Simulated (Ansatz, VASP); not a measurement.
**B2Pt2Cl: VASP beside Ansatz**

```
CELL_PARAMETERS angstrom
3.75182 0.00000 0.00000
0.00000 3.75182 0.00000
0.00000 0.00000 7.38021
ATOMIC_POSITIONS crystal
B 0.50000 0.00000 0.32596
B 0.00000 0.50000 0.32596
Pt 0.50000 0.00000 0.57950
Pt 0.00000 0.50000 0.57950
Cl 0.00000 0.00000 0.86250
```

Alike in both runs: functional PBE; k mesh 10 × 10 × 6; occupations gaussian, width 0.1 eV; no spin polarisation.

Ansatz relaxed the structure, and its values are those at the end. VASP's run is a single point on that final structure, the one shown.

|  | VASP | Ansatz |
| --- | --- | --- |
| version | VASP 6.6.1 | Ansatz 0.2.0 |
| potentials or method | VASP PAW PBE potentials, release 64 (B, Pt, Cl), cutoff 520 eV | scalar-relativistic, plane waves, PAW |
| valence electrons in the cell | 33 | 49 |

Ansatz gave:

- gap on the k mesh at the Fermi level (eV): none
- pressure (GPa): 0.0
- rms of the force components (eV/Å): 0.002

Task: Which values does VASP return?

Result: gap on the k mesh at the Fermi level (eV): none; pressure (GPa): 0.0; rms of the force components (eV/Å): 0.062.

A gap of «none» marks a metal or a gap that the smearing closes. The functional is the same, so the differences come from potentials, cutoffs and numerics. VASP's potentials hold 33 valence electrons a cell and Ansatz's 49, so a difference there can come from the potentials and not from the codes.

Spin-orbit coupling is off throughout.
